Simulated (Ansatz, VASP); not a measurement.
**BN in VASP and in Ansatz**

```
B N
1.0
     2.55394    0.00000    0.00000
    -1.27697    2.21178    0.00000
     0.00000    0.00000    4.22685
B N
2 2
Direct
  0.66667 0.33333 0.99972
  0.33333 0.66667 0.49972
  0.66667 0.33333 0.62528
  0.33333 0.66667 0.12528
```

Alike in both runs: task single point; functional r2SCAN; k mesh 12 × 12 × 6; occupations gaussian, width 0.05 eV; no spin polarisation.

|  | VASP | Ansatz |
| --- | --- | --- |
| version | VASP 6.6.1 | Ansatz 0.2.0 |
| potentials or method | VASP PAW PBE potentials, release 64 (B_h, N_h), cutoff 910 eV | scalar-relativistic, plane waves, PAW |
| valence electrons in the cell | 16 | 16 |

Ansatz gave:

| Property | Result |
| --- | --- |
| gap on the k mesh at the Fermi level (eV) | 5.76 |
| least direct gap on the mesh (eV) | 8.94 |
| rms of the force components (eV/Å) | 0.014 |

Problem. What did VASP give for the same quantities?

Solution. gap on the k mesh at the Fermi level (eV): 5.74; least direct gap on the mesh (eV): 8.93; rms of the force components (eV/Å): 0.016.

VASP's potentials were made for PBE, not for r2SCAN. Atom by atom the forces differ by 0.001 eV/Å (rms over components).

Noted on VASP's run: the cutoff is short for stress, so the pressure is rough.
